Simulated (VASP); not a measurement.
# BeTe (F-43m) in VASP: notebook

The runs below take BeTe through single point, with PBE.

All numbers are computed with VASP 6.6.1; they aren't measurements. Logs are shortened: lines on timing, memory, paths and dates and some standing lists are left out, and cuts for length are marked.

## (1) The cell of the first run

It takes space group F-43m (No. 216, cubic). Conventional cell: a = 5.548 Å, b = 5.548 Å, c = 5.548 Å, α = 90.00°, β = 90.00°, γ = 90.00°. Be (site symmetry -43m) has 4 Te at 2.40 Å within 3.2 Å. Within 3.2 Å of Te (site symmetry -43m) lie 4 Be at 2.40 Å.

## (2) Single point, PBE (volume changed by -6%)

Contents of INCAR:

```
SYSTEM = BeTe
  ALGO = Normal
  EDIFF = 1E-6
  ENCUT = 520
  GGA = PE
  ISIF = 2
  ISMEAR = 0
  LASPH = .True.
  LCHARG = .False.
  LREAL = .False.
  LWAVE = .False.
  NBANDS = 11
  NELM = 100
  PREC = Accurate
  SIGMA = 0.01
```

Contents of KPOINTS:

```
k-points
0
Gamma
  6 6 6
  0 0 0
```

Contents of POSCAR:

```
BeTe
1.0
    0.0000000000      2.7740647844      2.7740647844
    2.7740647844      0.0000000000      2.7740647844
    2.7740647844      2.7740647844      0.0000000000
Be Te
1 1
Direct
    0.0000000000      0.0000000000      0.0000000000
    0.2500000000      0.2500000000      0.2500000000
```

Potentials or basis: VASP PAW PBE potentials, release 64 (Be, Te).

Launch:

```
> cat potpaw_PBE.64/Be/POTCAR potpaw_PBE.64/Te/POTCAR > POTCAR
> mpirun -np 1 vasp_std > vasp.out
```

OUTCAR:

```text
SYSTEM = BeTe
   EDIFF = 1E-6
   ENCUT = 520
   GGA = PE
   ISIF = 2
   ISMEAR = 0
   LASPH = .True.
   LREAL = .False.
   NELM = 100
   PREC = Accurate

 ion  position               nearest neighbor table
   1  0.000  0.000  0.000-   2 2.40   2 2.40   2 2.40   2 2.40
   2  0.250  0.250  0.250-   1 2.40   1 2.40   1 2.40   1 2.40

  LATTYP: Found a face centered cubic cell.
 ALAT       =     5.5481295688

  Lattice vectors:

 A1 = (   0.0000000000,   2.7740647844,   2.7740647844)
 A2 = (   2.7740647844,   0.0000000000,   2.7740647844)
 A3 = (   2.7740647844,   2.7740647844,   0.0000000000)

Analysis of symmetry for initial positions (statically):
=====================================================================
 Subroutine PRICEL returns:
 Original cell was already a primitive cell.

 Routine SETGRP: Setting up the symmetry group for a
 face centered cubic supercell.

 Subroutine GETGRP returns: Found 24 space group operations
 (whereof 24 operations were pure point group operations)
 out of a pool of 48 trial point group operations.

The static configuration has the point symmetry T_d .

Analysis of symmetry for dynamics (positions and initial velocities):
=====================================================================
 Subroutine PRICEL returns:
 Original cell was already a primitive cell.

 Routine SETGRP: Setting up the symmetry group for a
 face centered cubic supercell.

 Subroutine GETGRP returns: Found 24 space group operations
 (whereof 24 operations were pure point group operations)
 out of a pool of 48 trial point group operations.

The dynamic configuration has the point symmetry T_d .

 Subroutine INISYM returns: Found 24 space group operations
 (whereof 24 operations are pure point group operations),
 and found     1 'primitive' translations

----------------------------------------------------------------------------------------

                                     Primitive cell

  volume of cell :      42.6953

  direct lattice vectors                    reciprocal lattice vectors
     0.000000000  2.774064784  2.774064784    -0.180240924  0.180240924  0.180240924
     2.774064784  0.000000000  2.774064784     0.180240924 -0.180240924  0.180240924
     2.774064784  2.774064784  0.000000000     0.180240924  0.180240924 -0.180240924

  length of vectors
     3.923120041  3.923120041  3.923120041     0.312186438  0.312186438  0.312186438

  position of ions in fractional coordinates (direct lattice)
     0.000000000  0.000000000  0.000000000
     0.250000000  0.250000000  0.250000000

  ion indices of the primitive-cell ions
   primitive index   ion index
                 1           1
                 2           2

----------------------------------------------------------------------------------------

 KPOINTS: k-points

Automatic generation of k-mesh.
 Grid dimensions read from file:
 generate k-points for:    6    6    6

 Generating k-lattice:

  Cartesian coordinates                     Fractional coordinates (reciprocal lattice)
    -0.030040154  0.030040154  0.030040154     0.166666667  0.000000000  0.000000000
     0.030040154 -0.030040154  0.030040154     0.000000000  0.166666667  0.000000000
     0.030040154  0.030040154 -0.030040154     0.000000000  0.000000000  0.166666667

  Length of vectors
     0.052031073  0.052031073  0.052031073

  Shift w.r.t. Gamma in fractional coordinates (k-lattice)
     0.000000000  0.000000000  0.000000000

 Subroutine IBZKPT returns following result:
 ===========================================

 Found     16 irreducible k-points:

 Following reciprocal coordinates:
            Coordinates               Weight
  0.000000  0.000000  0.000000      1.000000
  0.166667  0.000000  0.000000      8.000000
  0.333333  0.000000  0.000000      8.000000
  0.500000  0.000000  0.000000      4.000000
  0.166667  0.166667  0.000000      6.000000
  0.333333  0.166667  0.000000     24.000000
[... 8 lines left out ...]
 -0.333333  0.333333  0.166667     24.000000
 -0.333333  0.500000  0.166667     12.000000
   k-points           NKPTS =     16   k-points in BZ     NKDIM =     16   number of bands    NBANDS=     11
   number of dos      NEDOS =    301   number of ions     NIONS =      2
   total plane-waves  NPLWV =  27000
   dimension x,y,z NGX =    30 NGY =   30 NGZ =   30
   dimension x,y,z NGXF=    60 NGYF=   60 NGZF=   60
   ions per type =               1   1
   NGX,Y,Z   is equivalent  to a cutoff of  12.71, 12.71, 12.71 a.u.
   NGXF,Y,Z  is equivalent  to a cutoff of  25.43, 25.43, 25.43 a.u.
 SYSTEM =  BeTe
   PREC   = accura    normal or accurate (medium, high low for compatibility)
   ISTART =      0    job   : 0-new  1-cont  2-samecut
   ICHARG =      2    charge: 1-file 2-atom 10-const
   ISPIN  =      1    spin polarized calculation?
   LNONCOLLINEAR =      F non collinear calculations
   LSORBIT =      F    spin-orbit coupling
   LASPH  =      T    aspherical Exc in radial PAW
   ENCUT  =  520.0 eV  38.22 Ry    6.18 a.u.   7.29  7.29  7.29*2*pi/ulx,y,z
   NELM   =    100;   NELMIN=  2; NELMDL= -5     # of ELM steps
   EDIFF  = 0.1E-05   stopping-criterion for ELM
   LREAL  =      F    real-space projection
   EDIFFG = 0.1E-04   stopping-criterion for IOM
   NSW    =      0    number of steps for IOM
   IBRION =     -1    ionic relax: 0-MD 1-quasi-New 2-CG
   NFREE  =      0    steps in history (QN), initial steepest desc. (CG)
   ISIF   =      2    stress and relaxation
   ISYM   =      2    0-nonsym 1-usesym 2-fastsym
   POTIM  = 0.5000    time-step for ionic-motion
   TEBEG  =    0.0;   TEEND  =   0.0 temperature during run
   PSTRESS=    0.0 pullay stress
   NELECT =       8.0000    total number of electrons
   NUPDOWN=      -1.0000    fix difference up-down
   EMIN   =  10.00;   EMAX   =-10.00  energy-range for DOS
   EFERMI =   0.00;   METHOD = LEGACY
   ISMEAR =     0;   SIGMA  =   0.01  broadening in eV -4-tet -1-fermi 0-gaus
   EFERMI_NEDOS =   21; number of points for ismear=-14 and -15
   IALGO  =     38    algorithm
   IMIX   =      4    mixing-type and parameters
     AMIX     =   0.40;   BMIX     =  1.00
     AMIX_MAG =   1.60;   BMIX_MAG =  1.00
  volume/ion in A,a.u.               =      21.35       144.06
  Fermi-wavevector in a.u.,A,eV,Ry     =   0.936796  1.770287 11.940285  0.877586
  Thomas-Fermi vector in A             =   2.063842
   LORBIT       =      0    0 simple, 1 ext, 2 COOP (PROOUT), +10 PAW based schemes
   GGA     = PE    functional components
   LHFCALC =     F    Hartree Fock is set to
   AEXX    =    0.0000 exact exchange contribution
   IVDW    =     0    specifies the selected vdW correction
   LEPSILON=     F    determine dielectric tensor
   LRPA    =     F    only Hartree local field effects (RPA)
 non-spin polarized calculation
 Gauss-broadening in eV      SIGMA  =   0.01
  energy-cutoff  :      520.00
  volume of cell :       42.70
 maximum number of plane-waves:      1167
 NGX is ok and might be reduce to    30
   NGX = 15   NGY = 15   NGZ = 15

 number of electron       8.0000000 magnetization

 Free energy of the ion-electron system (eV)
  ---------------------------------------------------
  ext. energy  EPLUGINS =         0.00000000
  ---------------------------------------------------
  free energy    TOTEN  =        -7.58347001 eV

  energy without entropy =       -7.58347001  energy(sigma->0) =       -7.58347001

 E-fermi :   5.7225     XC(G=0):  -9.2374

 val. band max:        5.6151996434   @ k =   0.0000   0.0000   0.0000
 cond. band min:       7.4730502925   @ k =   0.5000   0.5000   0.0000
 fundamental gap:      1.8578506491
 Fermi energy:         5.7224842621

 k-point     1 :       0.0000    0.0000    0.0000
  band No.  band energies     occupation
      1      -6.9885      2.00000
      2       5.6152      2.00000
      3       5.6152      2.00000
      4       5.6152      2.00000
      5       9.1824      0.00000
      6       9.1824      0.00000
      7       9.1824      0.00000
      8       9.7726      0.00000
      9      13.9950      0.00000
     10      15.9523      0.00000
     11      15.9523      0.00000

 k-point     2 :       0.1667    0.0000    0.0000
  band No.  band energies     occupation
      1      -6.7120      2.00000
      2       3.5304      2.00000
      3       5.2045      2.00000
      4       5.2045      2.00000
      5       9.1659      0.00000
      6       9.7591      0.00000
      7       9.7591      0.00000
      8      11.6715      0.00000
      9      14.6103      0.00000
     10      14.7258      0.00000
     11      14.7258      0.00000

 k-point     3 :       0.3333    0.0000    0.0000
  band No.  band energies     occupation
      1      -6.0125      2.00000
      2       0.9386      2.00000
      3       4.6283      2.00000
      4       4.6283      2.00000
      5       8.9136      0.00000
      6      10.2225      0.00000
      7      10.2225      0.00000
      8      13.4583      0.00000
      9      15.1772      0.00000
     10      15.2896      0.00000
     11      15.2896      0.00000

 k-point     4 :       0.5000    0.0000    0.0000
  band No.  band energies     occupation
      1      -5.5271      2.00000
      2      -0.2220      2.00000
      3       4.4039      2.00000
      4       4.4039      2.00000
      5       8.8127      0.00000
      6      10.1806      0.00000
      7      10.1806      0.00000
      8      13.4120      0.00000
      9      16.7579      0.00000
     10      17.2878      0.00000
     11      17.2878      0.00000
[... 127 lines left out ...]
 k-point    14 :       0.5000    0.3333    0.1667
  band No.  band energies     occupation
      1      -5.4790      2.00000
      2       1.0241      2.00000
      3       2.3694      2.00000
      4       3.4912      2.00000
      5       9.5564      0.00000
      6      10.5531      0.00000
      7      10.9726      0.00000
      8      13.5067      0.00000
      9      15.8031      0.00000
     10      16.3053      0.00000
     11      18.5954      0.00000

 k-point    15 :      -0.3333    0.3333    0.1667
  band No.  band energies     occupation
      1      -5.1150      2.00000
      2       0.5249      2.00000
      3       1.9228      2.00000
      4       3.0389      2.00000
      5      10.0650      0.00000
      6      10.3947      0.00000
      7      12.5921      0.00000
      8      13.0035      0.00000
      9      14.4452      0.00000
     10      17.7103      0.00000
     11      18.5412      0.00000

 k-point    16 :      -0.3333    0.5000    0.1667
  band No.  band energies     occupation
      1      -4.9590      2.00000
      2       0.6089      2.00000
      3       2.0120      2.00000
      4       2.3172      2.00000
      5       9.3033      0.00000
      6       9.8719      0.00000
      7      13.1028      0.00000
      8      13.3877      0.00000
      9      16.7640      0.00000
     10      17.7443      0.00000
     11      18.6671      0.00000

------------------------ aborting loop because EDIFF is reached ----------------------------------------

  FORCE on cell =-STRESS in cart. coord.  units (eV):
  Direction    XX          YY          ZZ          XY          YZ          ZX
  --------------------------------------------------------------------------------------
  -------------------------------------------------------------------------------------
  Total        1.1137766      1.1137766      1.1137766     -0.0000000     -0.0000000     -0.0000000
  in kB       41.7954382     41.7954382     41.7954382     -0.0000000     -0.0000000     -0.0000000
  external PRESSURE =      41.7954382 kB  Pullay stress =       0.0000000 kB

 VOLUME and BASIS-vectors are now :
 -----------------------------------------------------------------------------
  energy-cutoff  :      520.00
  volume of cell :       42.70
      direct lattice vectors                 reciprocal lattice vectors
     0.000000000  2.774064784  2.774064784    -0.180240924  0.180240924  0.180240924
     2.774064784  0.000000000  2.774064784     0.180240924 -0.180240924  0.180240924
     2.774064784  2.774064784  0.000000000     0.180240924  0.180240924 -0.180240924

 POSITION                                       TOTAL-FORCE (eV/Angst)
 -----------------------------------------------------------------------------------
      0.00000      0.00000      0.00000         0.000000      0.000000      0.000000
      1.38703      1.38703      1.38703        -0.000000     -0.000000     -0.000000
 -----------------------------------------------------------------------------------
    total drift:                                0.000000      0.000000      0.000000

  FREE ENERGIE OF THE ION-ELECTRON SYSTEM (eV)
  ---------------------------------------------------
  free  energy   TOTEN  =        -7.5834700134 eV

  energy  without entropy=       -7.5834700134  energy(sigma->0) =       -7.58347001
```

It took 11 s on 1 thread of AMD EPYC 7R43 (Zen 3), shared host; peak memory 0.14 GiB.

What came out:

| Item | Value |
| --- | --- |
| Free energy | -7.5835 eV |
| Pressure | 4.2 GPa |
| Band gap on the k mesh | 1.86 eV, indirect (least direct gap 3.57 eV) |

Caveat: spin-orbit coupling is left out, which moves the levels of the heavy elements. A k mesh can miss the band edges.

## (3) Single point, PBE (volume changed by -3%)

Contents of INCAR:

```
SYSTEM = BeTe
  PREC = Accurate
  ENCUT = 520
  EDIFF = 1E-6
  ISMEAR = 0
  SIGMA = 0.01
  LREAL = .False.
  LASPH = .True.
  NELM = 80
  ALGO = Normal
  ISIF = 2
  LWAVE = .False.
  LCHARG = .True.
  GGA = PE
  LELF = .True.
  LVHAR = .True.
  NBANDS = 11
```

Contents of KPOINTS:

```
Automatic mesh
0
Gamma
  6 6 6
  0 0 0
```

Contents of POSCAR:

```
BeTe
1.0
    0.0000000000      2.8032676124      2.8032676124
    2.8032676124      0.0000000000      2.8032676124
    2.8032676124      2.8032676124      0.0000000000
Be Te
1 1
Direct
    0.0000000000      0.0000000000      0.0000000000
    0.2500000000      0.2500000000      0.2500000000
```

Potentials or basis: VASP PAW PBE potentials, release 64 (Be, Te).

Launch:

```
> cat potpaw_PBE.64/Be/POTCAR potpaw_PBE.64/Te/POTCAR > POTCAR
> mpirun -np 1 vasp_std > vasp.out
```

OUTCAR:

```text
SYSTEM = BeTe
   PREC = Accurate
   ENCUT = 520
   EDIFF = 1E-6
   ISMEAR = 0
   LREAL = .False.
   LASPH = .True.
   NELM = 80
   ISIF = 2
   GGA = PE

 ion  position               nearest neighbor table
   1  0.000  0.000  0.000-   2 2.43   2 2.43   2 2.43   2 2.43
   2  0.250  0.250  0.250-   1 2.43   1 2.43   1 2.43   1 2.43

  LATTYP: Found a face centered cubic cell.
 ALAT       =     5.6065352248

  Lattice vectors:

 A1 = (   0.0000000000,   2.8032676124,   2.8032676124)
 A2 = (   2.8032676124,   0.0000000000,   2.8032676124)
 A3 = (   2.8032676124,   2.8032676124,   0.0000000000)

Analysis of symmetry for initial positions (statically):
=====================================================================
 Subroutine PRICEL returns:
 Original cell was already a primitive cell.

 Routine SETGRP: Setting up the symmetry group for a
 face centered cubic supercell.

 Subroutine GETGRP returns: Found 24 space group operations
 (whereof 24 operations were pure point group operations)
 out of a pool of 48 trial point group operations.

The static configuration has the point symmetry T_d .

Analysis of symmetry for dynamics (positions and initial velocities):
[... 161 lines left out ...]
      2       5.2520      2.00000
      3       5.2520      2.00000
      4       5.2520      2.00000
      5       8.8487      0.00000
      6       8.8487      0.00000
      7       8.8487      0.00000
      8       9.1734      0.00000
      9      13.5880      0.00000
     10      15.5239      0.00000
     11      15.5239      0.00000
[... 197 lines left out ...]
 k-point    16 :      -0.3333    0.5000    0.1667
  band No.  band energies     occupation
      1      -5.2236      2.00000
      2       0.4033      2.00000
      3       1.8025      2.00000
      4       2.1042      2.00000
      5       8.9579      0.00000
      6       9.5192      0.00000
      7      12.6341      0.00000
      8      12.9110      0.00000
      9      16.2409      0.00000
     10      17.1377      0.00000
     11      18.1563      0.00000

------------------------ aborting loop because EDIFF is reached ----------------------------------------

  FORCE on cell =-STRESS in cart. coord.  units (eV):
  Direction    XX          YY          ZZ          XY          YZ          ZX
  --------------------------------------------------------------------------------------
  -------------------------------------------------------------------------------------
  Total        0.5580734      0.5580734      0.5580734      0.0000000      0.0000000      0.0000000
  in kB       20.2944958     20.2944958     20.2944958      0.0000000      0.0000000      0.0000000
  external PRESSURE =      20.2944958 kB  Pullay stress =       0.0000000 kB

 VOLUME and BASIS-vectors are now :
 -----------------------------------------------------------------------------
  energy-cutoff  :      520.00
  volume of cell :       44.06
      direct lattice vectors                 reciprocal lattice vectors
     0.000000000  2.803267612  2.803267612    -0.178363278  0.178363278  0.178363278
     2.803267612  0.000000000  2.803267612     0.178363278 -0.178363278  0.178363278
     2.803267612  2.803267612  0.000000000     0.178363278  0.178363278 -0.178363278

 POSITION                                       TOTAL-FORCE (eV/Angst)
 -----------------------------------------------------------------------------------
      0.00000      0.00000      0.00000        -0.000000     -0.000000     -0.000000
      1.40163      1.40163      1.40163         0.000000      0.000000      0.000000
 -----------------------------------------------------------------------------------
    total drift:                                0.000000      0.000000      0.000000

  FREE ENERGIE OF THE ION-ELECTRON SYSTEM (eV)
  ---------------------------------------------------
  free  energy   TOTEN  =        -7.6096520770 eV

  energy  without entropy=       -7.6096520770  energy(sigma->0) =       -7.60965208
```

stdout:

```text
POSCAR found type information on POSCAR BeTe
 POSCAR found :  2 types and       2 ions
 scaLAPACK will be used
 LDA part: xc-table for (Slater+PW92), standard interpolation
 POSCAR, INCAR and KPOINTS ok, starting setup
 FFT: planning ... GRIDC
 FFT: planning ... GRID_SOFT
 FFT: planning ... GRID
 WAVECAR not read
 entering main loop
```

It took 14 s on 1 thread of AMD EPYC 7R43 (Zen 3), shared host; peak memory 0.13 GiB.

Results:

```yaml
Free_energy: -7.6097 eV
Pressure: 2.0 GPa
Band_gap_on_the_k_mesh: 1.94 eV, indirect (least direct gap 3.60 eV)
```

Levels at points of the mesh, in eV from the valence-band top:
```csv
k point,band 1,band 2,band 3,band 4,band 5,band 6,band 7,band 8,band 9
"(0.00, 0.00, 0.00)",-12.39,0.00,0.00,0.00,3.60,3.60,3.60,3.92,8.34
"(0.50, 0.00, 0.00)",-11.01,-5.63,-1.16,-1.16,3.11,4.58,4.58,7.81,11.00
"(0.50, 0.50, 0.00)",-10.50,-5.19,-2.70,-2.70,1.94,2.65,9.79,9.79,11.63
```

Caveat: spin-orbit coupling is left out, which moves the levels of the heavy elements. A k mesh can miss the band edges.

(Part 1 of 2 ends here.)
